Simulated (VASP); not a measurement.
Write the native input for VASP 6.6.1 that does the following.

```yaml
Task: relaxation of cell and atoms
Functional: r2SCAN
Potentials_or_basis: VASP PAW PBE potentials, release 64 (Ti_sv)
Cutoff: 600 eV
k_mesh: 8 × 8 × 11
Occupations: methfessel-paxton, width 0.05 eV
Spin: no spin polarisation
Target_pressure: 40 GPa
Dipole_correction: no
Further_INCAR_settings: ALGO = Normal; EDIFF = 1e-07; IBRION = 2; EDIFFG = -0.01; NSW = 80; ISIF = 3
```

Ti:

```
Ti
1.0
     4.60000    0.00000    0.00000
    -2.30000    3.98372    0.00000
     0.00000    0.00000    2.82000
Ti
3
Direct
  0.00000 0.00000 0.00000
  0.33333 0.66667 0.50000
  0.66667 0.33333 0.50000
```

This isn't the form of Ti at room conditions, which is hcp.

These files were run (other wordings do the same):

POSCAR

```
Ti
1.0
    4.6000000000      0.0000000000      0.0000000000
   -2.3000000000      3.9837170000      0.0000000000
    0.0000000000      0.0000000000      2.8200000000
Ti
3
Direct
    0.0000000000      0.0000000000      0.0000000000
    0.3333333333      0.6666666667      0.5000000000
    0.6666666667      0.3333333333      0.5000000000
```

INCAR.step1

```
  PREC = Accurate
  ENCUT = 600
  ISMEAR = 1
  SIGMA = 0.05
  LREAL = False
  LASPH = True
  NELM = 80
  GGA = PE
  ALGO = Normal
  EDIFF = 1E-4
  LWAVE = True
  LCHARG = False
```

INCAR.step2

```
  PREC = Accurate
  ENCUT = 600
  EDIFF = 1E-7
  ISMEAR = 1
  SIGMA = 0.05
  LREAL = False
  LASPH = True
  NELM = 80
  ALGO = Normal
  ISIF = 3
  LWAVE = False
  LCHARG = False
  METAGGA = R2SCAN
  LMIXTAU = True
  IBRION = 2
  NSW = 80
  EDIFFG = -0.01
  PSTRESS = 400.0
  ISTART = 1
```

KPOINTS

```
Automatic mesh
0
Gamma
  8 8 11
```

Potentials or basis: VASP PAW PBE potentials, release 64 (Ti_sv).

Run with:

```bash
$ cat potpaw_PBE.64/Ti_sv/POTCAR > POTCAR
$ cp INCAR.step1 INCAR
$ mpirun -np 1 vasp_std > vasp.out
$ cp INCAR.step2 INCAR
$ mpirun -np 1 vasp_std > vasp.out
```

It gave:

```json
{
  "Relaxed volume": "13.57 Å³/atom",
  "Relaxed cell": "a = 4.224 Å, b = 4.224 Å, c = 2.634 Å, α = 90.00°, β = 90.00°, γ = 120.00°",
  "Space group after relaxing (to 0.1 Å)": "P6/mmm (No. 191)",
  "Energy change on relaxing (the run minimises the enthalpy)": "+370.7 meV/atom",
  "Ionic steps": "7",
  "Pressure after relaxing": "40.1 GPa",
  "Band gap on the k mesh": "zero (bands 18 and 19 overlap by 0.62 eV)"
}
```

Caveat: the cell is relaxed towards a set pressure, so the run minimises the enthalpy, not the energy; the volume moved by over 15 % at a fixed basis, so the end points are rough; the PAW data sets were made with another functional, which shifts forces and pressure a little.

It took 58 min on 1 thread of Oxide Virtual Turin-like Processor (shared host), peak memory 0.23 GiB.
